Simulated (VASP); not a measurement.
A run of VASP 6.6.1 is set up as follows.

INCAR

```
  ALGO = Normal
  EDIFF = 1E-7
  ENCUT = 520
  GGA = PE
  ISIF = 2
  ISMEAR = 0
  LASPH = T
  LCHARG = F
  LREAL = F
  LWAVE = F
  NBANDS = 20
  NELM = 80
  PREC = Accurate
  SIGMA = 0.1
```

File KPOINTS:

```
k-points
0
Gamma
  12 12 12
```

Contents of POSCAR:

```
SnO2
1.0
    0.0000000000      2.5741500000      2.5741500000
    2.5741500000      0.0000000000      2.5741500000
    2.5741500000      2.5741500000      0.0000000000
Sn O
1 2
Direct
    0.0000000000      0.0000000000      0.0000000000
    0.2500000000      0.2500000000      0.2500000000
    0.6634704660      0.7467795195      0.7252423130
```

Potentials or basis: VASP PAW PBE potentials, release 64 (Sn_d, O).

Launch:

```console
$ cat potpaw_PBE.64/Sn_d/POTCAR potpaw_PBE.64/O/POTCAR > POTCAR
$ mpirun -np 1 vasp_std > vasp.out
```

Q: Estimate the pressure.

A: 7.5 GPa.

Q: Estimate the largest force.

A: 3.604 eV/Å.

Q: What does it give for the band gap on the k mesh?

A: Zero (bands 13 and 14 overlap by 0.37 eV).

Forces on the atoms (eV/Å):
```
Sn   1.087 -1.091 -0.901
O   -0.186 -1.691 -1.207
O   -0.901  2.782  2.108
```

Caveat: the cell differs from its parent crystal (one atom moved); the cell stands under pressure; semilocal functionals underestimate gaps, so a narrow gap can read as zero; spin-orbit coupling is left out, which moves the levels of the heavy elements; forces of over 1 eV/Å act on the atoms, so gaps and moduli don't describe the material at rest.
